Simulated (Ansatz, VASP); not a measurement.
## One calculation of TePb, two programs

File POSCAR:

```
TePb
1.0
    0.0000000000      3.2351584803      3.2351584803
    3.2351584803      0.0000000000      3.2351584803
    3.2351584803      3.2351584803      0.0000000000
Pb Te
1 1
Direct
    0.0000000000      0.0000000000      0.0000000000
    0.5000000000      0.5000000000      0.5000000000
```

INCAR.step1

```
SYSTEM = TePb
  ALGO = Normal
  EDIFF = 1E-4
  ENCUT = 520
  GGA = PE
  ISMEAR = 0
  LASPH = .True.
  LCHARG = .False.
  LREAL = .False.
  LWAVE = .True.
  NBANDS = 17
  NELM = 80
  PREC = Accurate
  SIGMA = 0.01
```

The input INCAR.step2:

```
SYSTEM = TePb
  ALGO = Normal
  EDIFF = 1E-7
  ENCUT = 520
  ISIF = 2
  ISMEAR = 0
  ISTART = 1
  LASPH = .True.
  LCHARG = .True.
  LELF = .True.
  LMIXTAU = .True.
  LREAL = .False.
  LVHAR = .True.
  LWAVE = .False.
  METAGGA = R2SCAN
  NBANDS = 17
  NELM = 80
  PREC = Accurate
  SIGMA = 0.01
```

KPOINTS

```
k-points
0
Gamma
  8 8 8
  0 0 0
```

Input for Ansatz:

```yaml
crystal:
  lattice:
    - [0.0, 3.2351584803, 3.2351584803]
    - [3.2351584803, 0.0, 3.2351584803]
    - [3.2351584803, 3.2351584803, 0.0]
  atoms:
    - { symbol: Pb, position: [0.0, 0.0, 0.0] }
    - { symbol: Te, position: [0.5, 0.5, 0.5] }
kpoints:
  mp_grid: { grid: [8, 8, 8] }
  band_path:
    path:
      - [0.0, 0.0, 0.0]
      - [0.5, 0.0, 0.5]
      - [0.625, 0.25, 0.625]
      - [0.375, 0.375, 0.75]
      - [0.5, 0.5, 0.5]
      - [0.5, 0.25, 0.75]
      - [0.0, 0.0, 0.5]
    npoints: 1
hamiltonian:
  xc: r2scan
scf:
  occupations: { method: fixed }
  n_extra_bands: 4
output:
  forces: true
  stress: true
  eigenvalues: true
```

Change from the starting cell: hydrostatic strain -1.0%.

Alike in both runs: task single point; functional r2SCAN; k mesh 8 × 8 × 8; no spin polarisation.

|  | VASP | Ansatz |
| --- | --- | --- |
| version | VASP 6.6.1 | Ansatz 0.2.0 |
| potentials or method | VASP PAW PBE potentials, release 64 (Pb_d, Te) | plane waves, PAW |
| plane-wave cutoff (eV) | 520 | 500 |
| occupations | gaussian, width 0.01 eV | fixed |
| valence electrons in the cell | 20 | 30 |

|  | VASP | Ansatz | Ansatz less VASP |
| --- | --- | --- | --- |
| gap on the k mesh at the Fermi level (eV) | 1.03 | 1.03 | -0.004 |
| pressure (GPa) | 1.3 | 1.3 | +0.01 |

VASP's potentials were made for PBE, not for r2SCAN. VASP's potentials hold 20 valence electrons a cell and Ansatz's 30, so a difference there can come from the potentials and not from the codes.

Spin-orbit coupling is off throughout.
